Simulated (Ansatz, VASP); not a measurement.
GaSb in VASP and in Ansatz

```
Ga Sb
1.0
     0.00000    3.05565    3.05565
     3.05565    0.00000    3.05565
     3.05565    3.05565    0.00000
Ga Sb
1 1
Direct
  0.00000 0.00000 0.00000
  0.25000 0.25000 0.25000
```

Alike in both runs: functional PBEsol; k mesh 11 × 11 × 11; occupations fermi-dirac, width 0.05 eV; no spin polarisation.

Ansatz relaxed the structure, and its values are those at the end. VASP's run is a single point on that final structure, the one shown.

|  | VASP | Ansatz |
| --- | --- | --- |
| version | VASP 6.6.1 | Ansatz 0.2.0 |
| potentials or method | VASP PAW PBE potentials, release 64 (Ga_d, Sb) | PAW with Ansatz's default frozen-core files, scalar-relativistic |
| plane-wave cutoff (eV) | 520 | 420 |
| valence electrons in the cell | 18 | 28 |

```tsv
	VASP	Ansatz	Ansatz less VASP
pressure (GPa)	0.1	0.0	-0.10
```

VASP's potentials were made for PBE, not for PBEsol. The functional is the same, so the differences come from potentials, cutoffs and numerics. VASP's potentials hold 18 valence electrons a cell and Ansatz's 28, so a difference there can come from the potentials and not from the codes.

Spin-orbit coupling is off throughout.
